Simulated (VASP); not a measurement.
A run of VASP 6.6.1 is set up as follows.

The input INCAR:

```
ALGO = Fast
EDIFF = 1E-6
ENCUT = 520
GGA = PE
ISIF = 2
ISMEAR = 0
LASPH = T
LCHARG = F
LREAL = F
LWAVE = F
NBANDS = 51
NELM = 100
PREC = Accurate
SIGMA = 0.1
```

Contents of KPOINTS:

```
k-points
0
Gamma
  6 6 2
```

Contents of POSCAR:

```
Sn5Ge
1.0
    3.3509690400      0.0000000000      0.0000000000
    0.0000000000      3.3509690400      0.0000000000
    0.0000000000      0.0000000000     14.2169576000
Sn Ge
5 1
Direct
    0.0000000000      0.0000000000      0.0000000000
    0.5000000000      0.5000000000      0.1666666700
    0.0000000000      0.0000000000      0.3333333300
    0.0000000000      0.0000000000      0.6666666700
    0.5000000000      0.5000000000      0.8333333300
    0.5000000000      0.5000000000      0.5000000000
```

Potentials or basis: VASP PAW PBE potentials, release 64 (Sn_d, Ge_d).

The run is started by

```console
$ cat potpaw_PBE.64/Sn_d/POTCAR potpaw_PBE.64/Ge_d/POTCAR > POTCAR
$ mpirun -np 1 vasp_std > vasp.out
```

Predict the pressure.

0.4 GPa.

Predict the band gap on the k mesh.

zero (bands 42 and 43 overlap by 4.49 eV).

Estimate the largest force.

0.540 eV/Å.

Forces in eV/Å, atoms in the order of the input:
```
Sn   0.000  0.000  0.000
Sn   0.000  0.000 -0.027
Sn   0.000  0.000  0.540
Sn   0.000  0.000 -0.540
Sn   0.000  0.000  0.027
Ge   0.000  0.000  0.000
```

Caveat: spin-orbit coupling is left out, which moves the levels of the heavy elements.
